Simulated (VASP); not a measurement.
Input of a VASP 6.6.1 run:

The input INCAR:

```
SYSTEM = Co
  ALGO = Normal
  EDIFF = 1E-7
  ENCUT = 520
  GGA = PE
  ISIF = 2
  ISMEAR = -1
  ISPIN = 2
  LASPH = .TRUE.
  LCHARG = .FALSE.
  LMAXMIX = 4
  LORBIT = 11
  LREAL = .FALSE.
  LWAVE = .FALSE.
  MAGMOM = 1 1
  NBANDS = 20
  NELM = 150
  NUPDOWN = 2.0
  PREC = Accurate
  SIGMA = 0.05
```

The input KPOINTS:

```
k-points
0
G
  10 10 6
  0 0 0
```

POSCAR

```
Co
1.0
    2.4719999032      0.0000000000      0.0000000000
   -1.2359999516      2.1408147143      0.0000000000
    0.0000000000      0.0000000000      4.0211440800
Co
2
Direct
    0.6666666667      0.3333333333      0.7500000000
    0.3333333333      0.6666666667      0.2500000000
```

Potentials or basis: VASP PAW PBE potentials, release 64 (Co).

Launch:

```bash
$ cat potpaw_PBE.64/Co/POTCAR > POTCAR
$ mpirun -np 1 vasp_std > vasp.out
```

Question: Predict the pressure.

Answer: -3.3 GPa.

Stress tensor (GPa, compression positive):
```
-2.23  0.00  0.00
 0.00 -2.23  0.00
 0.00  0.00 -5.42
```

Caveat: the cell stands under tension; the total moment is fixed, so each spin has its own Fermi level.
